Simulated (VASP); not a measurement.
# Ta2C (P-3m1) in VASP: further runs

Ta2C is run at these levels: LDA; tasks: single point.

Program: VASP 6.6.1. These are calculated values, not measurements. Logs are shortened: lines on timing, memory, paths and dates and some standing lists are left out, and cuts for length are marked.

### Step 1. The cell of the first run

Symmetry: P-3m1, No. 164, trigonal system. The conventional cell has a = 3.078 Å, b = 3.078 Å, c = 4.888 Å, α = 90.00°, β = 90.00°, γ = 120.00°. Ta (site symmetry 3m) has 3 C at 2.17 Å and 12 Ta at 3.00 to 3.08 Å within 3.1 Å. C (site symmetry -3m) has 6 Ta at 2.17 Å within 2.9 Å.

### Step 2. Single point, LDA

Input file INCAR:

```
PREC = Accurate ; ENCUT = 700
EDIFF = 1E-6 ; ISMEAR = 0
SIGMA = 0.1 ; LREAL = False
LASPH = True ; NELM = 120
ALGO = Normal ; ISIF = 2
LWAVE = False ; LCHARG = False
NBANDS = 22 ; GGA_COMPAT = False
```

Input file KPOINTS:

```
regular mesh
0
Gamma
  9 9 4
```

Input file POSCAR:

```
Ta2C
1.0
    3.0777036631      0.0000000000      0.0000000000
   -1.5388518316      2.6653695576      0.0000000000
    0.0000000000      0.0000000000      4.8882307610
Ta C
2 1
Direct
    0.3333333333      0.6666666667      0.2530773876
    0.6666666667      0.3333333333      0.7469226124
    0.0000000000      0.0000000000      0.0000000000
```

Potentials or basis: VASP PAW LDA potentials, release 64 (Ta_sv_GW, C).

Launch:

```sh
$ cat potpaw_LDA.64/Ta_sv_GW/POTCAR potpaw_LDA.64/C/POTCAR > POTCAR
$ mpirun -np 1 vasp_std > vasp.out
```

OUTCAR:

```text
PREC = Accurate
   ENCUT = 700
   EDIFF = 1E-6
   ISMEAR = 0
   LREAL = False
   LASPH = True
   NELM = 120
   ISIF = 2

 ion  position               nearest neighbor table
   1  0.333  0.667  0.253-   3 2.17   3 2.17   3 2.17   2 3.00   2 3.00   2 3.00   2 3.05   2 3.05
                             2 3.05
   2  0.667  0.333  0.747-   3 2.17   3 2.17   3 2.17   1 3.00   1 3.00   1 3.00   1 3.05   1 3.05
                             1 3.05
   3  0.000  0.000  0.000-   1 2.17   2 2.17   2 2.17   1 2.17   2 2.17   1 2.17

  LATTYP: Found a hexagonal cell.
 ALAT       =     3.0777036631
 C/A-ratio  =     1.5882720678

  Lattice vectors:

 A1 = (   3.0777036631,   0.0000000000,   0.0000000000)
 A2 = (  -1.5388518316,   2.6653695576,   0.0000000000)
 A3 = (   0.0000000000,   0.0000000000,   4.8882307610)

Analysis of symmetry for initial positions (statically):
=====================================================================
 Subroutine PRICEL returns:
 Original cell was already a primitive cell.

 Routine SETGRP: Setting up the symmetry group for a
 hexagonal supercell.

 Subroutine GETGRP returns: Found 12 space group operations
 (whereof 12 operations were pure point group operations)
 out of a pool of 24 trial point group operations.

The static configuration has the point symmetry D_3d.

Analysis of symmetry for dynamics (positions and initial velocities):
=====================================================================
 Subroutine PRICEL returns:
 Original cell was already a primitive cell.

 Routine SETGRP: Setting up the symmetry group for a
 hexagonal supercell.

 Subroutine GETGRP returns: Found 12 space group operations
 (whereof 12 operations were pure point group operations)
 out of a pool of 24 trial point group operations.

The dynamic configuration has the point symmetry D_3d.

 Subroutine INISYM returns: Found 12 space group operations
 (whereof 12 operations are pure point group operations),
 and found     1 'primitive' translations

----------------------------------------------------------------------------------------

                                     Primitive cell

  volume of cell :      40.0992

  direct lattice vectors                    reciprocal lattice vectors
     3.077703663  0.000000000  0.000000000     0.324917571  0.187591247  0.000000000
    -1.538851832  2.665369558  0.000000000     0.000000000  0.375182495  0.000000000
     0.000000000  0.000000000  4.888230761     0.000000000  0.000000000  0.204572994

  length of vectors
     3.077703663  3.077703663  4.888230761     0.375182495  0.375182495  0.204572994
[... 84 lines left out ...]
   LREAL  =      F    real-space projection
   EDIFFG = 0.1E-04   stopping-criterion for IOM
   NSW    =      0    number of steps for IOM
   IBRION =     -1    ionic relax: 0-MD 1-quasi-New 2-CG
   NFREE  =      0    steps in history (QN), initial steepest desc. (CG)
   ISIF   =      2    stress and relaxation
   ISYM   =      2    0-nonsym 1-usesym 2-fastsym
   POTIM  = 0.5000    time-step for ionic-motion
   TEBEG  =    0.0;   TEEND  =   0.0 temperature during run
   PSTRESS=    0.0 pullay stress
   NELECT =      30.0000    total number of electrons
   NUPDOWN=      -1.0000    fix difference up-down
   EMIN   =  10.00;   EMAX   =-10.00  energy-range for DOS
   EFERMI =   0.00;   METHOD = LEGACY
   ISMEAR =     0;   SIGMA  =   0.10  broadening in eV -4-tet -1-fermi 0-gaus
   EFERMI_NEDOS =   21; number of points for ismear=-14 and -15
   IALGO  =     38    algorithm
   IMIX   =      4    mixing-type and parameters
     AMIX     =   0.40;   BMIX     =  1.00
     AMIX_MAG =   1.60;   BMIX_MAG =  1.00
  volume/ion in A,a.u.               =      13.37        90.20
  Fermi-wavevector in a.u.,A,eV,Ry     =   1.486175  2.808463 30.051405  2.208716
  Thomas-Fermi vector in A             =   2.599494
   LORBIT       =      0    0 simple, 1 ext, 2 COOP (PROOUT), +10 PAW based schemes
   GGA     = CA    functional components
   LHFCALC =     F    Hartree Fock is set to
   AEXX    =    0.0000 exact exchange contribution
   IVDW    =     0    specifies the selected vdW correction
   LEPSILON=     F    determine dielectric tensor
   LRPA    =     F    only Hartree local field effects (RPA)
 non-spin polarized calculation
 Gauss-broadening in eV      SIGMA  =   0.10
  energy-cutoff  :      700.00
  volume of cell :       40.10
 maximum number of plane-waves:      1717
 NGX is ok and might be reduce to    28
   NGX = 13   NGY = 13   NGZ = 21

 number of electron      29.9999999 magnetization

 Free energy of the ion-electron system (eV)
  ---------------------------------------------------
  ext. energy  EPLUGINS =         0.00000000
  ---------------------------------------------------
  free energy    TOTEN  =       -42.68009443 eV

  energy without entropy =      -42.67590299  energy(sigma->0) =      -42.67799871

 E-fermi :  11.0098     XC(G=0): -13.5176

 val. band max:       11.0083486983   @ k =   0.1111   0.0000   0.5000
 cond. band min:      11.0417854267   @ k =   0.0000   0.0000   0.2500
 fundamental gap:      0.0334367284
 Fermi energy:        11.0098482182

 k-point     1 :       0.0000    0.0000    0.0000
  band No.  band energies     occupation
      1     -56.3761      2.00000
      2     -56.2954      2.00000
      3     -23.6194      2.00000
      4     -22.8470      2.00000
      5     -22.8470      2.00000
      6     -22.7212      2.00000
[... 589 lines left out ...]
     21      16.7891      0.00000
     22      18.8991      0.00000

 [... further k-points ...]

------------------------ aborting loop because EDIFF is reached ----------------------------------------

  FORCE on cell =-STRESS in cart. coord.  units (eV):
  Direction    XX          YY          ZZ          XY          YZ          ZX
  --------------------------------------------------------------------------------------
  -------------------------------------------------------------------------------------
  Total        0.1773101      0.1773101      0.2345554     -0.0000000      0.0000000     -0.0000000
  in kB        7.0844839      7.0844839      9.3717376     -0.0000000      0.0000000     -0.0000000
  external PRESSURE =       7.8469018 kB  Pullay stress =       0.0000000 kB

 VOLUME and BASIS-vectors are now :
 -----------------------------------------------------------------------------
  energy-cutoff  :      700.00
  volume of cell :       40.10
      direct lattice vectors                 reciprocal lattice vectors
     3.077703663  0.000000000  0.000000000     0.324917571  0.187591247  0.000000000
    -1.538851832  2.665369558  0.000000000     0.000000000  0.375182495  0.000000000
     0.000000000  0.000000000  4.888230761     0.000000000  0.000000000  0.204572994

 POSITION                                       TOTAL-FORCE (eV/Angst)
 -----------------------------------------------------------------------------------
     -0.00000      1.77691      1.23710         0.000000     -0.000000      0.006192
      1.53885      0.88846      3.65113         0.000000      0.000000     -0.006192
      0.00000      0.00000      0.00000        -0.000000      0.000000      0.000000
 -----------------------------------------------------------------------------------
    total drift:                                0.000000     -0.000000     -0.000000

  FREE ENERGIE OF THE ION-ELECTRON SYSTEM (eV)
  ---------------------------------------------------
  free  energy   TOTEN  =       -42.6800944297 eV

  energy  without entropy=      -42.6759029893  energy(sigma->0) =      -42.67799871
```

OSZICAR:

```text
N       E                     dE             d eps       ncg     rms          rms(c)
DAV:   1     0.287491737337E+03    0.28749E+03   -0.22211E+04  1892   0.174E+03
DAV:   2    -0.286485924472E+02   -0.31614E+03   -0.30318E+03  2426   0.408E+02
DAV:   3    -0.480124133307E+02   -0.19364E+02   -0.19188E+02  2562   0.971E+01
DAV:   4    -0.485007103826E+02   -0.48830E+00   -0.48803E+00  2358   0.137E+01
DAV:   5    -0.485076893289E+02   -0.69789E-02   -0.69770E-02  2690   0.150E+00    0.967E+01
DAV:   6    -0.429957873704E+02    0.55119E+01   -0.23035E+01  2146   0.237E+01    0.805E+01
DAV:   7    -0.427836975926E+02    0.21209E+00   -0.44004E+00  2048   0.124E+01    0.105E+01
DAV:   8    -0.426913458277E+02    0.92352E-01   -0.46397E-01  2302   0.449E+00    0.115E+01
DAV:   9    -0.426809731729E+02    0.10373E-01   -0.68597E-02  2090   0.172E+00    0.461E+00
DAV:  10    -0.426806933694E+02    0.27980E-03   -0.39762E-03  2234   0.424E-01    0.173E+00
DAV:  11    -0.426801334228E+02    0.55995E-03   -0.18202E-03  2216   0.381E-01    0.110E+00
DAV:  12    -0.426801241188E+02    0.93040E-05   -0.52993E-04  2162   0.165E-01    0.106E+00
DAV:  13    -0.426800945075E+02    0.29611E-04   -0.12859E-04  2206   0.654E-02    0.169E-01
DAV:  14    -0.426800952654E+02   -0.75795E-06   -0.10442E-05  1908   0.193E-02    0.345E-01
DAV:  15    -0.426800944297E+02    0.83569E-06   -0.31329E-06  1770   0.103E-02
   1 F= -.42680094E+02 E0= -.42677999E+02  d E =-.419144E-02
```

stdout:

```text
POSCAR found type information on POSCAR TaC
 POSCAR found :  2 types and       3 ions
 scaLAPACK will be used
 LDA part: xc-table for (Slater(with rela. corr.)+CA(PZ))
 , standard interpolation
 POSCAR, INCAR and KPOINTS ok, starting setup
 FFT: planning ... GRIDC
 FFT: planning ... GRID_SOFT
 FFT: planning ... GRID
 WAVECAR not read
 entering main loop
```

It took 1.8 min on 1 thread of AMD EPYC, shared host; peak memory 0.16 GiB.

What came out:

```yaml
Free_energy: -42.6801 eV
Pressure: 0.8 GPa
Largest_force: 0.006 eV/Å
Band_gap_on_the_k_mesh: zero (bands 15 and 16 overlap by 0.83 eV)
```

Forces in eV/Å, atoms in the order of the input:
```
Ta   0.000  0.000  0.006
Ta   0.000  0.000 -0.006
C    0.000  0.000  0.000
```

Caveat: spin-orbit coupling is left out, which moves the levels of the heavy elements.

(Part 1 of 2 ends here.)

The gap in the log of VASP goes by the Fermi energy; the results here count the filled bands.